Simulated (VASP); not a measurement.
Set up this calculation in VASP 6.6.1, as the native input.

* Task: single point
* Functional: PBE
* Potentials or basis: VASP PAW PBE potentials, release 64 (Sm_3, Ta_pv, Cl), 4f in core
* Cutoff: 500 eV
* k mesh: 6 × 6 × 2
* Occupations: gaussian, width 0.1 eV
* Spin: no spin polarisation
* Dipole correction: no
* Mended: yes
* Further INCAR settings: ALGO = Normal; EDIFF = 1e-06; NBANDS = 38

The structure of SmTa3Cl2 lies in POSCAR:

```
SmTa3Cl2
1.0
    4.5627992734     -1.6191014805      0.0000000000
    4.5627992734      1.6191014805      0.0000000000
   -0.0196289224      0.0000000000      8.6390476415
Sm Ta Cl
1 3 2
Direct
    0.0000000000      0.0000000000      0.0000000000
    0.7206459349      0.7206459349      0.6348682132
    0.2793540651      0.2793540651      0.3651317868
    0.0000000000      0.0000000000      0.5000000000
    0.7173966850      0.7173966850      0.1432701294
    0.2826033150      0.2826033150      0.8567298706
```

The cell was built from a structure type or drawn by symmetry, and may not be a known phase.

These files were run (other wordings do the same):

INCAR

```
PREC = Accurate
ENCUT = 500
EDIFF = 1E-6
ISMEAR = 0
SIGMA = 0.1
LREAL = F
LASPH = T
NELM = 200
ALGO = Normal
ISIF = 2
LWAVE = F
LCHARG = T
GGA = PE
LELF = T
LVHAR = T
NBANDS = 38
GGA_COMPAT = F
LMAXMIX = 6
```

KPOINTS

```
Automatic mesh
0
Gamma
  6 6 2
```

Potentials or basis: VASP PAW PBE potentials, release 64 (Sm_3, Ta_pv, Cl), 4f in core.

Command:

```console
$ cat potpaw_PBE.64/Sm_3/POTCAR potpaw_PBE.64/Ta_pv/POTCAR potpaw_PBE.64/Cl/POTCAR > POTCAR
$ mpirun -np 1 vasp_std > vasp.out
```

Results of the run:

```json
{
 "Pressure": "1.2 GPa",
 "Largest force": "0.255 eV/Å",
 "Band gap on the k mesh": "zero (bands 29 and 30 overlap by 0.41 eV)"
}
```

Caveat: the k points lie up to 0.36 Å⁻¹ apart; spin-orbit coupling is left out, which moves the levels of the heavy elements; the 4f electrons are frozen in the core, so they carry no moment and show no levels; the run has no spin polarisation, though such a crystal can be magnetic.

It took 3.4 min on 1 thread of Intel(R) Xeon(R) 6975P-C (Granite Rapids) (shared host), peak memory 0.31 GiB.
